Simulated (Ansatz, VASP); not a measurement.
## Two plane-wave programs on Sn4SeS3

File INCAR:

```
SYSTEM = Sn4SeS3
PREC = Accurate
ENCUT = 520
EDIFF = 1E-6
ISMEAR = 0
SIGMA = 0.1
LREAL = .FALSE.
LASPH = .TRUE.
NELM = 80
ALGO = Normal
ISIF = 2
LWAVE = .FALSE.
LCHARG = .FALSE.
GGA = PE
NBANDS = 50
```

File KPOINTS:

```
Automatic mesh
0
G
  4 4 2
  0 0 0
```

POSCAR

```
Sn4SeS3
1.0
    4.2120904100      0.0000000000      0.0000000000
    0.0000000000      4.2120904100      0.0000000000
    0.0000000000      0.0000000000     11.9135907700
Sn Se S
4 1 3
Direct
    0.0000000000      0.0000000000      0.0000000000
    0.5000000000      0.5000000000      0.2500000000
    0.0000000000      0.0000000000      0.5000000000
    0.5000000000      0.5000000000      0.7500000000
    0.5000000000      0.5000000000      0.0000000000
    0.0000000000      0.0000000000      0.2500000000
    0.5000000000      0.5000000000      0.5000000000
    0.0000000000      0.0000000000      0.7500000000
```

Input for Ansatz:

```yaml
crystal:
  lattice:
    - [4.21209041, 0.0, 0.0]
    - [0.0, 4.21209041, 0.0]
    - [0.0, 0.0, 11.91359077]
  atoms:
    - { symbol: Sn, position: [0.0, 0.0, 0.0] }
    - { symbol: Sn, position: [0.5, 0.5, 0.25] }
    - { symbol: Sn, position: [0.0, 0.0, 0.5] }
    - { symbol: Sn, position: [0.5, 0.5, 0.75] }
    - { symbol: Se, position: [0.5, 0.5, 0.0] }
    - { symbol: S, position: [0.0, 0.0, 0.25] }
    - { symbol: S, position: [0.5, 0.5, 0.5] }
    - { symbol: S, position: [0.0, 0.0, 0.75] }
basis:
  ecutwfc: 420
kpoints:
  mp_grid: { grid: [4, 4, 2] }
hamiltonian:
  xc: pbe
scf:
  occupations: { method: gaussian, width: 0.1 }
  lower_state_search: "off"
output:
  forces: true
  stress: true
  eigenvalues: true
```

Alike in both runs: task single point; functional PBE; k mesh 4 × 4 × 2; occupations gaussian, width 0.1 eV; no spin polarisation.

|  | VASP | Ansatz |
| --- | --- | --- |
| version | VASP 6.6.1 | Ansatz 0.2.0 |
| potentials or method | VASP PAW PBE potentials, release 64 (Sn_d, Se, S), cutoff 520 eV | scalar-relativistic, plane waves, PAW |
| valence electrons in the cell | 80 | 90 |

Ansatz gave:

| Quantity | Value |
| --- | --- |
| gap on the k mesh at the Fermi level (eV) | 0.31 |
| least direct gap on the mesh (eV) | 0.31 |
| pressure (GPa) | -1.8 |
| traceless stress, the component that is largest in VASP (GPa) | -0.06 |
| rms of the force components (eV/Å) | 0.081 |

Problem. What did VASP give for the same quantities?

Solution. gap on the k mesh at the Fermi level (eV): 0.31; least direct gap on the mesh (eV): 0.31; pressure (GPa): -1.9; traceless stress, the component that is largest in VASP (GPa): -0.06; rms of the force components (eV/Å): 0.081.

Atom by atom the forces differ by 0.000 eV/Å (rms over components). With one functional, cell and mesh, what is left measures potentials, basis and numerics. VASP's potentials hold 80 valence electrons a cell and Ansatz's 90, so a difference there can come from the potentials and not from the codes.
